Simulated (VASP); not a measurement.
# Pb (I4/mmm) in VASP: notebook

Pb is run at these levels: PBE; tasks: single point.

Everything below comes from runs of VASP 6.6.1. Logs are shortened: lines on timing, memory, paths and dates and some standing lists are left out, and cuts for length are marked.

## Step 1: The cell of the first run

The structure is tetragonal, space group I4/mmm (No. 139). Conventional cell: a = 3.213 Å, b = 3.213 Å, c = 5.137 Å, α = 90.00°, β = 90.00°, γ = 90.00°. Within 4.2 Å of Pb (site symmetry 4/mmm) lie 12 Pb at 3.21 to 3.43 Å.

## Step 2: Single point, PBE (strain -0.080 along x and y, +0.040 along z)

Contents of INCAR:

```
SYSTEM = Pb
  PREC = Accurate
  ENCUT = 520
  EDIFF = 1E-6
  ISMEAR = 0
  SIGMA = 0.15
  LREAL = .False.
  LASPH = .True.
  NELM = 60
  ALGO = Normal
  ISIF = 2
  LWAVE = .False.
  LCHARG = .False.
  GGA = PE
  NBANDS = 13
```

Contents of KPOINTS:

```
Automatic mesh
0
Gamma
  16 16 16
  0 0 0
```

Contents of POSCAR:

```
Pb
1.0
    0.0000000000      2.2722160000      2.5685920000
    2.2722160000      0.0000000000      2.5685920000
    2.2722160000      2.2722160000      0.0000000000
Pb
1
Direct
    0.0000000000      0.0000000000      0.0000000000
```

Potentials or basis: VASP PAW PBE potentials, release 64 (Pb_d).

On the command line:

```
> cat potpaw_PBE.64/Pb_d/POTCAR > POTCAR
> mpirun -np 1 vasp_std > vasp.out
```

OUTCAR:

```text
SYSTEM = Pb
   PREC = Accurate
   ENCUT = 520
   EDIFF = 1E-6
   ISMEAR = 0
   LREAL = .False.
   LASPH = .True.
   NELM = 60
   ISIF = 2
   GGA = PE

 ion  position               nearest neighbor table
   1  0.000  0.000  0.000-

  LATTYP: Found a body centered tetragonal cell.
 ALAT       =     3.2133986838
 C/A-ratio  =     1.5986762009

  Lattice vectors:

 A1 = (  -2.2722160000,   0.0000000000,   2.5685920000)
 A2 = (   2.2722160000,   0.0000000000,   2.5685920000)
 A3 = (   0.0000000000,   2.2722160000,  -2.5685920000)

Analysis of symmetry for initial positions (statically):
=====================================================================
 Subroutine PRICEL returns:
 Original cell was already a primitive cell.

 Routine SETGRP: Setting up the symmetry group for a
 body centered tetragonal supercell.

 Subroutine GETGRP returns: Found 16 space group operations
 (whereof 16 operations were pure point group operations)
 out of a pool of 16 trial point group operations.

The static configuration has the point symmetry D_4h.

Analysis of symmetry for dynamics (positions and initial velocities):
=====================================================================
 Subroutine PRICEL returns:
 Original cell was already a primitive cell.

 Routine SETGRP: Setting up the symmetry group for a
 body centered tetragonal supercell.

 Subroutine GETGRP returns: Found 16 space group operations
 (whereof 16 operations were pure point group operations)
 out of a pool of 16 trial point group operations.

The dynamic configuration has the point symmetry D_4h.

 Subroutine INISYM returns: Found 16 space group operations
 (whereof 16 operations are pure point group operations),
 and found     1 'primitive' translations

----------------------------------------------------------------------------------------

                                     Primitive cell

  volume of cell :      26.5231

  direct lattice vectors                    reciprocal lattice vectors
     0.000000000  2.272216000  2.568592000    -0.220049502  0.220049502  0.194659175
     2.272216000  0.000000000  2.568592000     0.220049502 -0.220049502  0.194659175
     2.272216000  2.272216000  0.000000000     0.220049502  0.220049502 -0.194659175

  length of vectors
     3.429377555  3.429377555  3.213398684     0.367063702  0.367063702  0.367063702

  position of ions in fractional coordinates (direct lattice)
     0.000000000  0.000000000  0.000000000

  ion indices of the primitive-cell ions
   primitive index   ion index
                 1           1

----------------------------------------------------------------------------------------

 KPOINTS: Automatic mesh

Automatic generation of k-mesh.
 Grid dimensions read from file:
 generate k-points for:   16   16   16

 Generating k-lattice:

  Cartesian coordinates                     Fractional coordinates (reciprocal lattice)
    -0.013753094  0.013753094  0.012166198     0.062500000 -0.000000000  0.000000000
     0.013753094 -0.013753094  0.012166198    -0.000000000  0.062500000  0.000000000
     0.013753094  0.013753094 -0.012166198     0.000000000  0.000000000  0.062500000

  Length of vectors
     0.022941481  0.022941481  0.022941481

  Shift w.r.t. Gamma in fractional coordinates (k-lattice)
     0.000000000  0.000000000  0.000000000

 Subroutine IBZKPT returns following result:
 ===========================================

 Found    349 irreducible k-points:

 Following reciprocal coordinates:
            Coordinates               Weight
  0.000000  0.000000  0.000000      1.000000
  0.062500  0.000000  0.000000      8.000000
  0.125000  0.000000  0.000000      8.000000
  0.187500  0.000000  0.000000      8.000000
  0.250000  0.000000  0.000000      8.000000
  0.312500  0.000000  0.000000      8.000000
[... 16 lines left out ...]
 -0.125000  0.062500  0.000000      8.000000
 -0.062500  0.062500  0.000000      4.000000
 [... further k-points ...]
   k-points           NKPTS =    349   k-points in BZ     NKDIM =    349   number of bands    NBANDS=     13
   number of dos      NEDOS =    301   number of ions     NIONS =      1
   total plane-waves  NPLWV =  18816
   dimension x,y,z NGX =    28 NGY =   28 NGZ =   24
   dimension x,y,z NGXF=    56 NGYF=   56 NGZF=   48
   ions per type =               1
   NGX,Y,Z   is equivalent  to a cutoff of  13.57, 13.57, 12.42 a.u.
   NGXF,Y,Z  is equivalent  to a cutoff of  27.15, 27.15, 24.83 a.u.
 SYSTEM =  Pb
   PREC   = accura    normal or accurate (medium, high low for compatibility)
   ISTART =      0    job   : 0-new  1-cont  2-samecut
   ICHARG =      2    charge: 1-file 2-atom 10-const
   ISPIN  =      1    spin polarized calculation?
   LNONCOLLINEAR =      F non collinear calculations
   LSORBIT =      F    spin-orbit coupling
   LASPH  =      T    aspherical Exc in radial PAW
   ENCUT  =  520.0 eV  38.22 Ry    6.18 a.u.   6.38  6.38  5.97*2*pi/ulx,y,z
[... 23 lines left out ...]
  Fermi-wavevector in a.u.,A,eV,Ry     =   1.323049  2.500201 23.816450  1.750460
  Thomas-Fermi vector in A             =   2.452686
   LORBIT       =      0    0 simple, 1 ext, 2 COOP (PROOUT), +10 PAW based schemes
   GGA     = PE    functional components
   LHFCALC =     F    Hartree Fock is set to
   AEXX    =    0.0000 exact exchange contribution
   IVDW    =     0    specifies the selected vdW correction
   LEPSILON=     F    determine dielectric tensor
   LRPA    =     F    only Hartree local field effects (RPA)
 non-spin polarized calculation
 Gauss-broadening in eV      SIGMA  =   0.15
  energy-cutoff  :      520.00
  volume of cell :       26.52
 maximum number of plane-waves:       729
 NGX is ok and might be reduce to    28
   NGX = 13   NGY = 13   NGZ = 11

 number of electron      14.0000001 magnetization

 Free energy of the ion-electron system (eV)
  ---------------------------------------------------
  ext. energy  EPLUGINS =         0.00000000
  ---------------------------------------------------
  free energy    TOTEN  =        -3.37938350 eV

  energy without entropy =       -3.37352244  energy(sigma->0) =       -3.37645297

 E-fermi :   8.9939     XC(G=0): -10.8434

 val. band max:        8.9916815899   @ k =  -0.1875   0.3750   0.2500
 cond. band min:       8.9994716475   @ k =  -0.1875   0.1875   0.0000
 fundamental gap:      0.0077900576
 Fermi energy:         8.9939468984

 k-point     1 :       0.0000    0.0000    0.0000
  band No.  band energies     occupation
      1      -8.4883      2.00000
      2      -8.2432      2.00000
      3      -8.2432      2.00000
      4      -8.2295      2.00000
      5      -8.0213      2.00000
      6      -3.8645      2.00000
      7      17.3619      0.00000
      8      17.3619      0.00000
      9      17.5211      0.00000
     10      18.8571      0.00000
     11      21.0800      0.00000
     12      22.0499      0.00000
     13      22.5371      0.00000

 k-point     2 :       0.0625    0.0000    0.0000
  band No.  band energies     occupation
      1      -8.4781      2.00000
      2      -8.2462      2.00000
      3      -8.2362      2.00000
      4      -8.2251      2.00000
      5      -8.0256      2.00000
      6      -3.7779      2.00000
      7      16.3375      0.00000
      8      17.2670      0.00000
      9      17.3188      0.00000
     10      18.7430      0.00000
     11      20.8383      0.00000
     12      22.3514      0.00000
     13      22.7407      0.00000

 k-point     3 :       0.1250    0.0000    0.0000
  band No.  band energies     occupation
      1      -8.4530      2.00000
      2      -8.2599      2.00000
      3      -8.2177      2.00000
      4      -8.2045      2.00000
      5      -8.0365      2.00000
      6      -3.5168      2.00000
      7      14.2686      0.00000
      8      16.7166      0.00000
      9      17.2036      0.00000
     10      18.6443      0.00000
     11      20.3500      0.00000
     12      22.7199      0.00000
     13      23.1592      0.00000
[... 305 lines left out ...]
 k-point    23 :      -0.1250    0.0625    0.0000
  band No.  band energies     occupation
      1      -8.4138      2.00000
      2      -8.2805      2.00000
      3      -8.2074      2.00000
      4      -8.1737      2.00000
      5      -8.0623      2.00000
      6      -3.2753      2.00000
      7      13.2312      0.00000
      8      15.2177      0.00000
      9      17.7584      0.00000
     10      19.0882      0.00000
     11      21.3175      0.00000
     12      22.2212      0.00000
     13      22.9133      0.00000

 k-point    24 :      -0.0625    0.0625    0.0000
  band No.  band energies     occupation
      1      -8.4462      2.00000
      2      -8.2612      2.00000
      3      -8.2275      2.00000
      4      -8.2086      2.00000
      5      -8.0420      2.00000
      6      -3.6149      2.00000
      7      15.1584      0.00000
      8      16.1996      0.00000
      9      17.6094      0.00000
     10      18.8498      0.00000
     11      21.3277      0.00000
     12      22.2516      0.00000
     13      22.6727      0.00000

 [... further k-points ...]

------------------------ aborting loop because EDIFF is reached ----------------------------------------

  FORCE on cell =-STRESS in cart. coord.  units (eV):
  Direction    XX          YY          ZZ          XY          YZ          ZX
  --------------------------------------------------------------------------------------
  -------------------------------------------------------------------------------------
  Total        2.1501323      2.1501323      1.5715419      0.0000000      0.0000000      0.0000000
  in kB      129.8827323    129.8827323     94.9319085      0.0000000      0.0000000      0.0000000
  external PRESSURE =     118.2324577 kB  Pullay stress =       0.0000000 kB

 VOLUME and BASIS-vectors are now :
 -----------------------------------------------------------------------------
  energy-cutoff  :      520.00
  volume of cell :       26.52
      direct lattice vectors                 reciprocal lattice vectors
     0.000000000  2.272216000  2.568592000    -0.220049502  0.220049502  0.194659175
     2.272216000  0.000000000  2.568592000     0.220049502 -0.220049502  0.194659175
     2.272216000  2.272216000  0.000000000     0.220049502  0.220049502 -0.194659175

 POSITION                                       TOTAL-FORCE (eV/Angst)
 -----------------------------------------------------------------------------------
      0.00000      0.00000      0.00000         0.000000      0.000000     -0.000000
 -----------------------------------------------------------------------------------
    total drift:                                0.000000     -0.000000     -0.000000

  FREE ENERGIE OF THE ION-ELECTRON SYSTEM (eV)
  ---------------------------------------------------
  free  energy   TOTEN  =        -3.3793834982 eV

  energy  without entropy=       -3.3735224437  energy(sigma->0) =       -3.37645297
```

It took 88 s on 1 thread of Intel Xeon Platinum 8259CL at 2.50GHz (Skylake/Cascade Lake), shared host; peak memory 0.23 GiB.

Results:

```
Free energy            : -3.3794 eV
Pressure               : 11.8 GPa
Band gap on the k mesh : zero (bands 7 and 8 overlap by 10.77 eV)
```

Stress tensor (GPa, compression positive):
```
12.99  0.00  0.00
 0.00 12.99  0.00
 0.00  0.00  9.49
```

Caveat: the cell differs from its parent crystal (strain -0.080 along x and y, +0.040 along z); the cell stands under pressure; spin-orbit coupling is left out, which moves the levels of the heavy elements.

## Step 3: Single point, PBE (strain -0.080 along x and y, +0.080 along z)

Contents of INCAR:

```
ALGO     = Normal         # electronic algorithm
EDIFF    = 1E-6           # SCF threshold, eV
ENCUT    = 520            # plane-wave cutoff, eV
GGA      = PE             # functional
ISIF     = 2              # what is computed and relaxed
ISMEAR   = 0              # smearing method
LASPH    = T              # aspherical terms in the spheres
LCHARG   = F              # write CHGCAR
LREAL    = F              # projectors in reciprocal space
LWAVE    = F              # write WAVECAR
NBANDS   = 13             # bands
NELM     = 60             # most SCF steps
PREC     = Accurate       # precision mode
SIGMA    = 0.15           # smearing width, eV
```

Contents of KPOINTS:

```
k-points
0
Gamma
  16 16 16
```

Contents of POSCAR:

```
Pb
1.0
    0.0000000000      2.2722160000      2.6673840000
    2.2722160000      0.0000000000      2.6673840000
    2.2722160000      2.2722160000      0.0000000000
Pb
1
Direct
    0.0000000000      0.0000000000      0.0000000000
```

Potentials or basis: VASP PAW PBE potentials, release 64 (Pb_d).

On the command line:

```
> cat potpaw_PBE.64/Pb_d/POTCAR > POTCAR
> mpirun -np 1 vasp_std > vasp.out
```

Run time: 1.7 min. Hardware: 1 thread of Intel Xeon Platinum 8259CL at 2.50GHz (Skylake/Cascade Lake), shared host; peak memory 0.24 GiB.

The run converged. Its results:

```
Free energy            : -3.4292 eV
Pressure               : 8.8 GPa
Band gap on the k mesh : zero (bands 7 and 8 overlap by 10.31 eV)
```

Stress tensor (GPa, compression positive):
```
10.24  0.00  0.00
 0.00 10.24  0.00
 0.00  0.00  6.05
```

Levels at points of the mesh, in eV from the Fermi level:
```tsv
k point	band 5	band 6	band 7	band 8	band 9	band 10
(0.00, 0.00, 0.00)	-16.95	-12.54	8.03	8.11	8.11	9.99
(0.50, 0.00, 0.00)	-16.84	-8.25	-4.76	4.20	7.67	8.55
(0.50, 0.50, 0.00)	-16.87	-8.09	-4.53	3.57	3.57	7.17
(0.50, 0.00, 0.50)	-16.72	-5.89	-3.24	0.97	2.11	5.11
```

Caveat: the cell differs from its parent crystal (strain -0.080 along x and y, +0.080 along z); the cell stands under pressure; spin-orbit coupling is left out, which moves the levels of the heavy elements.

## Step 4: Single point, PBE (strain +0.000 along x and y, -0.080 along z)

Contents of INCAR:

```
ALGO = Fast
EDIFF = 1E-6
ENCUT = 520
GGA = PE
ISIF = 2
ISMEAR = 0
LASPH = True
LCHARG = False
LREAL = False
LWAVE = False
NBANDS = 13
NELM = 100
PREC = Accurate
SIGMA = 0.15
```

KPOINTS is that of step 3.

Contents of POSCAR:

```
Pb
1.0
    0.0000000000      2.4698000000      2.2722160000
    2.4698000000      0.0000000000      2.2722160000
    2.4698000000      2.4698000000      0.0000000000
Pb
1
Direct
    0.0000000000      0.0000000000      0.0000000000
```

On the command line:

```
> cat potpaw_PBE.64/Pb_d/POTCAR > POTCAR
> mpirun -np 1 vasp_std > vasp.out
```

Run time: 2.8 min. Hardware: 1 thread of Intel Xeon Platinum 8259CL at 2.50GHz (Skylake/Cascade Lake), shared host; peak memory 0.25 GiB.

Results (log left out):

```
Free energy            : -3.4681 eV
Pressure               : 7.9 GPa
Band gap on the k mesh : zero (bands 7 and 8 overlap by 10.06 eV)
```

Stress tensor (GPa, compression positive):
```
7.48 0.00 0.00
0.00 7.48 0.00
0.00 0.00 8.81
```

Levels at points of the mesh, in eV from the Fermi level:
| k point | band 5 | band 6 | band 7 | band 8 | band 9 | band 10 |
| --- | --- | --- | --- | --- | --- | --- |
| (0.00, 0.00, 0.00) | -16.98 | -12.46 | 7.98 | 8.19 | 8.19 | 9.82 |
| (0.50, 0.00, 0.00) | -16.83 | -8.26 | -4.72 | 5.33 | 6.48 | 9.64 |
| (0.50, 0.50, 0.00) | -16.80 | -5.95 | -3.14 | 1.38 | 1.38 | 4.99 |
| (0.50, 0.00, 0.50) | -16.78 | -6.98 | -3.94 | 2.25 | 2.76 | 6.01 |

Caveat: the cell differs from its parent crystal (strain +0.000 along x and y, -0.080 along z); the cell stands under pressure; spin-orbit coupling is left out, which moves the levels of the heavy elements.

## Step 5: Single point, PBE (strain -0.040 along x and y, +0.040 along z)

Contents of INCAR:

```
PREC = Accurate
ENCUT = 520
EDIFF = 1E-6
ISMEAR = 0
SIGMA = 0.15
LREAL = F
LASPH = T
NELM = 100
ALGO = Fast
ISIF = 2
LWAVE = F
LCHARG = T
GGA = PE
LELF = T
LVHAR = T
NBANDS = 13
```

Contents of KPOINTS:

```
Automatic mesh
0
Gamma
  16 16 16
```

Contents of POSCAR:

```
Pb
1.0
    0.0000000000      2.3710080000      2.5685920000
    2.3710080000      0.0000000000      2.5685920000
    2.3710080000      2.3710080000      0.0000000000
Pb
1
Direct
    0.0000000000      0.0000000000      0.0000000000
```

On the command line:

```
> cat potpaw_PBE.64/Pb_d/POTCAR > POTCAR
> mpirun -np 1 vasp_std > vasp.out
```

Run time: 2.6 min. Hardware: 1 thread of Intel Xeon Platinum 8259CL at 2.50GHz (Skylake/Cascade Lake), shared host; peak memory 0.25 GiB.

Results (log left out):

```yaml
Free_energy: -3.5150 eV
Pressure: 5.2 GPa
Band_gap_on_the_k_mesh: zero (bands 7 and 8 overlap by 9.79 eV)
```

Stress tensor (GPa, compression positive):
```
5.79 0.00 0.00
0.00 5.79 0.00
0.00 0.00 4.10
```

Levels at points of the mesh, in eV from the Fermi level:
```tsv
k point	band 3	band 4	band 5	band 6	band 7	band 8	band 9	band 10	band 11	band 12
(0.00, 0.00, 0.00)	-17.12	-17.05	-16.94	-12.14	7.74	7.74	7.84	9.81	11.96	12.80
(0.50, 0.00, 0.00)	-17.10	-16.86	-16.82	-8.21	-4.49	4.99	6.55	9.29	9.45	11.53
(0.50, 0.50, 0.00)	-16.85	-16.81	-16.81	-7.35	-3.92	2.76	2.76	6.18	7.39	19.37
(0.50, 0.00, 0.50)	-16.86	-16.84	-16.75	-6.35	-3.27	1.49	2.04	5.21	6.52	17.44
```

Caveat: the cell differs from its parent crystal (strain -0.040 along x and y, +0.040 along z); the cell stands under pressure; spin-orbit coupling is left out, which moves the levels of the heavy elements.

## Step 6: Single point, PBE (strain +0.000 along x and y, -0.040 along z)

Contents of INCAR:

```
PREC     = Accurate       # precision mode
ENCUT    = 520            # plane-wave cutoff, eV
EDIFF    = 1E-6           # SCF threshold, eV
ISMEAR   = 0              # smearing method
SIGMA    = 0.15           # smearing width, eV
LREAL    = F              # projectors in reciprocal space
LASPH    = T              # aspherical terms in the spheres
NELM     = 100            # most SCF steps
ALGO     = Fast           # electronic algorithm
ISIF     = 2              # what is computed and relaxed
LWAVE    = F              # write WAVECAR
LCHARG   = F              # write CHGCAR
GGA      = PE             # functional
NBANDS   = 13             # bands
```

Contents of KPOINTS:

```
regular mesh
0
Gamma
  16 16 16
```

Contents of POSCAR:

```
Pb
1.0
    0.0000000000      2.4698000000      2.3710080000
    2.4698000000      0.0000000000      2.3710080000
    2.4698000000      2.4698000000      0.0000000000
Pb
1
Direct
    0.0000000000      0.0000000000      0.0000000000
```

Potentials or basis: VASP PAW PBE potentials, release 64 (Pb_d).

On the command line:

```
> cat potpaw_PBE.64/Pb_d/POTCAR > POTCAR
> mpirun -np 1 vasp_std > vasp.out
```

Run time: 2.4 min. Hardware: 1 thread of Intel Xeon Platinum 8259CL at 2.50GHz (Skylake/Cascade Lake), shared host; peak memory 0.25 GiB.

The run converged. Its results:

* Free energy: -3.5224 eV
* Pressure: 5.0 GPa
* Band gap on the k mesh: zero (bands 7 and 8 overlap by 9.60 eV)

Stress tensor (GPa, compression positive):
```
4.72 0.00 0.00
0.00 4.72 0.00
0.00 0.00 5.61
```

Levels at points of the mesh, in eV from the Fermi level:
```csv
k point,band 4,band 5,band 6,band 7,band 8,band 9,band 10,band 11
"(0.00, 0.00, 0.00)",-17.02,-16.97,-12.13,7.70,7.79,7.79,9.77,11.92
"(0.50, 0.00, 0.00)",-16.85,-16.83,-8.21,-4.48,5.46,6.10,9.31,9.74
"(0.50, 0.50, 0.00)",-16.79,-16.79,-6.37,-3.26,1.72,1.72,5.18,6.46
"(0.50, 0.00, 0.50)",-16.82,-16.78,-6.85,-3.62,2.12,2.37,5.66,6.93
```

Caveat: the cell differs from its parent crystal (strain +0.000 along x and y, -0.040 along z); the cell stands under pressure; spin-orbit coupling is left out, which moves the levels of the heavy elements.

## Step 7: Overview

| cell | gap on the mesh (eV) | pressure (GPa) |
| --- | --- | --- |
| a = 3.429, b = 3.429, c = 3.213 Å, angles 62.1, 62.1, 55.9°, 1 atom | none | 11.8 |
| a = 3.504, b = 3.504, c = 3.213 Å, angles 62.7, 62.7, 54.6°, 1 atom | none | 8.8 |
| a = 3.356, b = 3.356, c = 3.493 Å, angles 58.6, 58.6, 62.7°, 1 atom | none | 7.9 |
| a = 3.496, b = 3.496, c = 3.353 Å, angles 61.3, 61.3, 57.3°, 1 atom | none | 5.2 |
| a = 3.424, b = 3.424, c = 3.493 Å, angles 59.3, 59.3, 61.3°, 1 atom | none | 5.0 |

Alike in all rows: task single point; level PBE; potentials or basis VASP PAW PBE potentials, release 64 (Pb_d); no spin polarisation; k mesh 16 × 16 × 16; cutoff (eV) 520; smearing gaussian 0.15 eV.

Caveats: the cell stands under pressure; spin-orbit coupling is left out, which moves the levels of the heavy elements.

Absolute energies hang on the potentials; compare differences alone.

The gap in the log of VASP goes by the Fermi energy; the results here count the filled bands.